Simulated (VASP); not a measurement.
# HgTe (I-4m2) in VASP: single point with r2SCAN

Aim: the single point of HgTe with r2SCAN.

Program: VASP 6.6.1. These are calculated values, not measurements. Logs are shortened: lines on timing, memory, paths and dates and some standing lists are left out, and cuts for length are marked.

## (1) The cell of the first run

It takes space group I-4m2 (No. 119, tetragonal). Conventional cell: a = 4.648 Å, b = 4.648 Å, c = 6.836 Å, α = 90.00°, β = 90.00°, γ = 90.00°. Within 3.8 Å of Hg (site symmetry -4m2) lie 4 Te at 2.88 Å. Te (site symmetry -4m2) has 4 Hg at 2.88 Å within 3.8 Å.

## (2) Single point, r2SCAN (strain along c alone, the other axes held: +4.0 %)

POSCAR reads:

```
HgTe
1.0
    3.2864085752      3.2864085752      0.0000000000
   -3.2864085752      3.2864085752      0.0000000000
    0.0000000000      0.0000000000      6.8357298364
Hg Te
2 2
Direct
    0.0000000000      0.0000000000      0.0000000000
    0.5000000000      0.5000000000      0.5000000000
    0.5000000000      0.0000000000      0.7500000000
    0.0000000000      0.5000000000      0.2500000000
```

INCAR.step1 reads:

```
PREC     = Accurate       # precision mode
ENCUT    = 520            # plane-wave cutoff, eV
ISMEAR   = 0              # smearing method
SIGMA    = 0.1            # smearing width, eV
LREAL    = False          # projectors in reciprocal space
LASPH    = True           # aspherical terms in the spheres
NELM     = 60             # most SCF steps
NBANDS   = 26             # bands
GGA      = PE             # functional
ALGO     = Normal         # electronic algorithm
EDIFF    = 1E-4           # SCF threshold, eV
LWAVE    = True           # write WAVECAR
LCHARG   = False          # write CHGCAR
```

INCAR.step2 reads:

```
PREC     = Accurate       # precision mode
ENCUT    = 520            # plane-wave cutoff, eV
EDIFF    = 1E-7           # SCF threshold, eV
ISMEAR   = 0              # smearing method
SIGMA    = 0.1            # smearing width, eV
LREAL    = False          # projectors in reciprocal space
LASPH    = True           # aspherical terms in the spheres
NELM     = 60             # most SCF steps
ALGO     = Normal         # electronic algorithm
ISIF     = 2              # what is computed and relaxed
LWAVE    = False          # write WAVECAR
LCHARG   = True           # write CHGCAR
METAGGA  = R2SCAN         # meta-GGA
LMIXTAU  = True         
LELF     = True           # ELF
LVHAR    = True         
NBANDS   = 26             # bands
ISTART   = 1
```

KPOINTS reads:

```
regular mesh
0
Gamma
  12 12 8
```

Potentials or basis: VASP PAW PBE potentials, release 64 (Hg, Te).

Run with:

```
$ cat potpaw_PBE.64/Hg/POTCAR potpaw_PBE.64/Te/POTCAR > POTCAR
$ cp INCAR.step1 INCAR
$ mpirun -np 1 vasp_std > vasp.out
$ cp INCAR.step2 INCAR
$ mpirun -np 1 vasp_std > vasp.out
```

OUTCAR:

```text
PREC = Accurate
   ENCUT = 520
   EDIFF = 1E-7
   ISMEAR = 0
   LREAL = False
   LASPH = True
   NELM = 60
   ISIF = 2
   METAGGA = R2SCAN
   ISTART = 1

 ion  position               nearest neighbor table
   1  0.000  0.000  0.000-   3 2.88   4 2.88   4 2.88   3 2.88
   2  0.500  0.500  0.500-   3 2.88   4 2.88   3 2.88   4 2.88
   3  0.500  0.000  0.750-   1 2.88   2 2.88   2 2.88   1 2.88
   4  0.000  0.500  0.250-   1 2.88   2 2.88   1 2.88   2 2.88

  LATTYP: Found a simple tetragonal cell.
 ALAT       =     4.6476835785
 C/A-ratio  =     1.4707821049

  Lattice vectors:

 A1 = (   3.2864085752,   3.2864085752,   0.0000000000)
 A2 = (  -3.2864085752,   3.2864085752,   0.0000000000)
 A3 = (   0.0000000000,   0.0000000000,   6.8357298364)

Analysis of symmetry for initial positions (statically):
=====================================================================
 Subroutine PRICEL returns following result:

  LATTYP: Found a body centered tetragonal cell.
 ALAT       =     4.6476835785
 C/A-ratio  =     1.4707821049

  Lattice vectors:

 A1 = (   3.2864085752,   0.0000000000,  -3.4178649182)
 A2 = (  -3.2864085752,   0.0000000000,  -3.4178649182)
 A3 = (   0.0000000000,   3.2864085752,   3.4178649182)

   2 primitive cells build up your supercell.

 Routine SETGRP: Setting up the symmetry group for a
 simple tetragonal supercell.

 Subroutine GETGRP returns: Found  8 space group operations
 (whereof  8 operations were pure point group operations)
 out of a pool of 16 trial point group operations.

The static configuration has the point symmetry D_2d.

Analysis of symmetry for dynamics (positions and initial velocities):
=====================================================================
 Subroutine PRICEL returns following result:

  LATTYP: Found a body centered tetragonal cell.
 ALAT       =     4.6476835785
 C/A-ratio  =     1.4707821049

  Lattice vectors:

 A1 = (   3.2864085752,   0.0000000000,  -3.4178649182)
 A2 = (  -3.2864085752,   0.0000000000,  -3.4178649182)
 A3 = (   0.0000000000,   3.2864085752,   3.4178649182)

   2 primitive cells build up your supercell.

 Routine SETGRP: Setting up the symmetry group for a
 simple tetragonal supercell.

 Subroutine GETGRP returns: Found  8 space group operations
 (whereof  8 operations were pure point group operations)
 out of a pool of 16 trial point group operations.

The dynamic configuration has the point symmetry D_2d.

 Subroutine INISYM returns: Found  8 space group operations
 (whereof  8 operations are pure point group operations),
 and found     2 'primitive' translations

----------------------------------------------------------------------------------------

                                     Primitive cell

  volume of cell :      73.8292

  direct lattice vectors                    reciprocal lattice vectors
     3.286408575  0.000000000 -3.417864918     0.152141765  0.152141765 -0.146290158
    -3.286408575  0.000000000 -3.417864918    -0.152141765  0.152141765 -0.146290158
     0.000000000  3.286408575  3.417864918     0.000000000  0.304283529  0.000000000

  length of vectors
     4.741548473  4.741548473  4.741548473     0.260182712  0.260182712  0.304283529

  position of ions in fractional coordinates (direct lattice)
     0.000000000  0.000000000  0.000000000
     0.750000000  0.250000000  0.500000000

  ion indices of the primitive-cell ions
   primitive index   ion index
                 1           1
                 2           3

----------------------------------------------------------------------------------------

 KPOINTS: regular mesh

Automatic generation of k-mesh.
 Grid dimensions read from file:
 generate k-points for:   12   12    8

 Generating k-lattice:

  Cartesian coordinates                     Fractional coordinates (reciprocal lattice)
     0.012678480  0.012678480  0.000000000     0.083333333  0.000000000  0.000000000
    -0.012678480  0.012678480  0.000000000     0.000000000  0.083333333  0.000000000
     0.000000000  0.000000000  0.018286270     0.000000000  0.000000000  0.125000000

  Length of vectors
     0.017930079  0.017930079  0.018286270

  Shift w.r.t. Gamma in fractional coordinates (k-lattice)
     0.000000000  0.000000000  0.000000000

 Subroutine IBZKPT returns following result:
 ===========================================

 Found    140 irreducible k-points:

 Following reciprocal coordinates:
            Coordinates               Weight
  0.000000  0.000000  0.000000      1.000000
  0.083333  0.000000  0.000000      4.000000
  0.166667  0.000000  0.000000      4.000000
  0.250000  0.000000  0.000000      4.000000
  0.333333  0.000000  0.000000      4.000000
  0.416667  0.000000  0.000000      4.000000
[... 16 lines left out ...]
  0.333333  0.333333  0.000000      4.000000
  0.416667  0.333333  0.000000      8.000000
 [... further k-points ...]
   k-points           NKPTS =    140   k-points in BZ     NKDIM =    140   number of bands    NBANDS=     26
   number of dos      NEDOS =    301   number of ions     NIONS =      4
   total plane-waves  NPLWV =  69984
   dimension x,y,z NGX =    36 NGY =   36 NGZ =   54
   dimension x,y,z NGXF=    72 NGYF=   72 NGZF=  108
   ions per type =               2   2
   NGX,Y,Z   is equivalent  to a cutoff of  12.88, 12.88, 13.13 a.u.
   NGXF,Y,Z  is equivalent  to a cutoff of  25.75, 25.75, 26.27 a.u.
 SYSTEM =  unknown system
   PREC   = accura    normal or accurate (medium, high low for compatibility)
   ISTART =      1    job   : 0-new  1-cont  2-samecut
   ICHARG =      0    charge: 1-file 2-atom 10-const
   ISPIN  =      1    spin polarized calculation?
   LNONCOLLINEAR =      F non collinear calculations
   LSORBIT =      F    spin-orbit coupling
   LASPH  =      T    aspherical Exc in radial PAW
   ENCUT  =  520.0 eV  38.22 Ry    6.18 a.u.   8.64  8.64 12.71*2*pi/ulx,y,z
   NELM   =     60;   NELMIN=  2; NELMDL=  0     # of ELM steps
   EDIFF  = 0.1E-06   stopping-criterion for ELM
   LREAL  =      F    real-space projection
   EDIFFG = 0.1E-05   stopping-criterion for IOM
   NSW    =      0    number of steps for IOM
   IBRION =     -1    ionic relax: 0-MD 1-quasi-New 2-CG
   NFREE  =      0    steps in history (QN), initial steepest desc. (CG)
   ISIF   =      2    stress and relaxation
   ISYM   =      2    0-nonsym 1-usesym 2-fastsym
   POTIM  = 0.5000    time-step for ionic-motion
   TEBEG  =    0.0;   TEEND  =   0.0 temperature during run
   PSTRESS=    0.0 pullay stress
   NELECT =      36.0000    total number of electrons
   NUPDOWN=      -1.0000    fix difference up-down
   EMIN   =  10.00;   EMAX   =-10.00  energy-range for DOS
   EFERMI =   0.00;   METHOD = LEGACY
   ISMEAR =     0;   SIGMA  =   0.10  broadening in eV -4-tet -1-fermi 0-gaus
   EFERMI_NEDOS =   21; number of points for ismear=-14 and -15
   IALGO  =     38    algorithm
   IMIX   =      4    mixing-type and parameters
     AMIX     =   0.40;   BMIX     =  1.00
     AMIX_MAG =   1.60;   BMIX_MAG =  1.00
  volume/ion in A,a.u.               =      36.91       249.11
  Fermi-wavevector in a.u.,A,eV,Ry     =   1.022719  1.932659 14.231071  1.045954
  Thomas-Fermi vector in A             =   2.156414
   LORBIT       =      0    0 simple, 1 ext, 2 COOP (PROOUT), +10 PAW based schemes
   METAGGA = R2SCAN    functional components
   LHFCALC =     F    Hartree Fock is set to
   AEXX    =    0.0000 exact exchange contribution
   IVDW    =     0    specifies the selected vdW correction
   LEPSILON=     F    determine dielectric tensor
   LRPA    =     F    only Hartree local field effects (RPA)
 non-spin polarized calculation
 Gauss-broadening in eV      SIGMA  =   0.10
  energy-cutoff  :      520.00
  volume of cell :      147.66
 maximum number of plane-waves:      4017
 NGX is ok and might be reduce to    36
   NGX = 17   NGY = 17   NGZ = 25

 number of electron      35.9999995 magnetization

 Free energy of the ion-electron system (eV)
  ---------------------------------------------------
  ext. energy  EPLUGINS =         0.00000000
  ---------------------------------------------------
  free energy    TOTEN  =      -150.29814281 eV

  energy without entropy =     -150.29792552  energy(sigma->0) =     -150.29803416

 E-fermi :   2.0617     XC(G=0):  -8.8931

 val. band max:        1.9976626178   @ k =   0.0000   0.0000   0.0000
 cond. band min:       2.3704356838   @ k =   0.0833   0.0000   0.0000
 fundamental gap:      0.3727730659
 Fermi energy:         2.0617039781

 k-point     1 :       0.0000    0.0000    0.0000
  band No.  band energies     occupation
      1      -9.8230      2.00000
      2      -9.1728      2.00000
      3      -5.1939      2.00000
      4      -5.1847      2.00000
      5      -5.1847      2.00000
      6      -4.9680      2.00000
[... 18 lines left out ...]
     25       8.7579      0.00000
     26      10.1491      0.00000

 k-point     2 :       0.0833    0.0000    0.0000
  band No.  band energies     occupation
      1      -9.8022      2.00000
      2      -9.1724      2.00000
      3      -5.1874      2.00000
      4      -5.1800      2.00000
      5      -5.1754      2.00000
      6      -4.9741      2.00000
[... 18 lines left out ...]
     25       9.1027      0.00000
     26       9.9070      0.00000

 k-point     3 :       0.1667    0.0000    0.0000
  band No.  band energies     occupation
      1      -9.7425      2.00000
      2      -9.1735      2.00000
      3      -5.1694      2.00000
      4      -5.1664      2.00000
      5      -5.1453      2.00000
      6      -4.9900      2.00000
[... 18 lines left out ...]
     25       9.5070      0.00000
     26       9.8320      0.00000

 k-point     4 :       0.2500    0.0000    0.0000
  band No.  band energies     occupation
      1      -9.6520      2.00000
      2      -9.1826      2.00000
      3      -5.1449      2.00000
      4      -5.1411      2.00000
      5      -5.0916      2.00000
      6      -5.0086      2.00000
[... 18 lines left out ...]
     25       9.3422      0.00000
     26       9.5078      0.00000

 k-point     5 :       0.3333    0.0000    0.0000
  band No.  band energies     occupation
      1      -9.5434      2.00000
      2      -9.2080      2.00000
      3      -5.1169      2.00000
      4      -5.1081      2.00000
      5      -5.0251      2.00000
      6      -5.0086      2.00000
[... 18 lines left out ...]
     25       8.9223      0.00000
     26       8.9799      0.00000

 k-point     6 :       0.4167    0.0000    0.0000
  band No.  band energies     occupation
      1      -9.4321      2.00000
      2      -9.2571      2.00000
      3      -5.0842      2.00000
      4      -5.0785      2.00000
      5      -5.0398      2.00000
      6      -5.0117      2.00000
[... 427 lines left out ...]
 k-point    21 :       0.4167    0.2500    0.0000
  band No.  band energies     occupation
      1      -9.3193      2.00000
      2      -9.1931      2.00000
      3      -5.0350      2.00000
      4      -5.0042      2.00000
      5      -4.9934      2.00000
      6      -4.9546      2.00000
[... 18 lines left out ...]
     25       9.2796      0.00000
     26       9.9266      0.00000

 k-point    22 :       0.5000    0.2500    0.0000
  band No.  band energies     occupation
      1      -9.2441      2.00000
      2      -9.2441      2.00000
      3      -5.0169      2.00000
      4      -5.0169      2.00000
      5      -4.9690      2.00000
      6      -4.9690      2.00000
[... 18 lines left out ...]
     25       9.8097      0.00000
     26       9.8097      0.00000

 k-point    23 :       0.3333    0.3333    0.0000
  band No.  band energies     occupation
      1      -9.3304      2.00000
      2      -9.1577      2.00000
      3      -5.0176      2.00000
      4      -5.0047      2.00000
      5      -4.9949      2.00000
      6      -4.9618      2.00000
[... 18 lines left out ...]
     25       9.2214      0.00000
     26       9.3492      0.00000

 k-point    24 :       0.4167    0.3333    0.0000
  band No.  band energies     occupation
      1      -9.2557      2.00000
      2      -9.1657      2.00000
      3      -5.0053      2.00000
      4      -4.9958      2.00000
      5      -4.9618      2.00000
      6      -4.9277      2.00000
[... 18 lines left out ...]
     25       9.7416      0.00000
     26      10.0103      0.00000

 [... further k-points ...]

------------------------ aborting loop because EDIFF is reached ----------------------------------------

  FORCE on cell =-STRESS in cart. coord.  units (eV):
  Direction    XX          YY          ZZ          XY          YZ          ZX
  --------------------------------------------------------------------------------------
  -------------------------------------------------------------------------------------
  Total       -1.0701657     -1.0701657     -1.7048177      0.0000000      0.0000000      0.0000000
  in kB      -11.6119088    -11.6119088    -18.4982455      0.0000000      0.0000000      0.0000000
  external PRESSURE =     -13.9073544 kB  Pullay stress =       0.0000000 kB

 VOLUME and BASIS-vectors are now :
 -----------------------------------------------------------------------------
  energy-cutoff  :      520.00
  volume of cell :      147.66
      direct lattice vectors                 reciprocal lattice vectors
     3.286408575  3.286408575  0.000000000     0.152141765  0.152141765  0.000000000
    -3.286408575  3.286408575  0.000000000    -0.152141765  0.152141765  0.000000000
     0.000000000  0.000000000  6.835729836     0.000000000  0.000000000  0.146290158

 POSITION                                       TOTAL-FORCE (eV/Angst)
 -----------------------------------------------------------------------------------
      0.00000      0.00000      0.00000         0.000000      0.000000      0.000000
      0.00000      3.28641      3.41786        -0.000000      0.000000     -0.000000
      1.64320      1.64320      5.12680        -0.000000     -0.000000      0.000000
     -1.64320      1.64320      1.70893        -0.000000     -0.000000      0.000000
 -----------------------------------------------------------------------------------
    total drift:                               -0.000000      0.000000      0.000000

  FREE ENERGIE OF THE ION-ELECTRON SYSTEM (eV)
  ---------------------------------------------------
  free  energy   TOTEN  =      -150.2981428073 eV

  energy  without entropy=     -150.2979255175  energy(sigma->0) =     -150.29803416
```

Run time: 9.2 min. Hardware: 1 thread of Intel Xeon 6975P-C (Granite Rapids), shared host; peak memory 0.61 GiB.

Results:

- Free energy: -150.2981 eV
- Pressure: -1.4 GPa
- Band gap on the k mesh: zero (filled and empty bands touch)

Levels at points of the mesh, in eV from the Fermi level:
```csv
k point,band 16,band 17,band 18,band 19,band 20,band 21
"(0.00, 0.00, 0.00)",-0.75,-0.20,-0.06,-0.06,2.17,2.96
"(0.50, 0.00, 0.00)",-2.36,-0.88,-0.88,2.17,2.17,5.09
"(0.50, 0.50, 0.00)",-2.17,-2.09,-2.09,1.90,1.90,2.80
"(0.00, 0.00, 0.50)",-1.16,-1.16,-1.16,2.01,2.01,3.39
"(0.50, 0.00, 0.50)",-1.04,-0.87,-0.87,0.82,0.82,5.27
"(0.50, 0.50, 0.50)",-2.40,-2.37,-2.37,2.88,2.88,4.72
```

Caveat: the cell differs from its parent crystal (strain along c alone, the other axes held: +4.0 %); semilocal functionals underestimate gaps, and a narrow one can read as zero; the PAW data sets were made with another functional, which shifts forces and pressure a little; spin-orbit coupling is left out, which moves the levels of the heavy elements.

The gap in the log of VASP goes by the Fermi energy; the results here count the filled bands.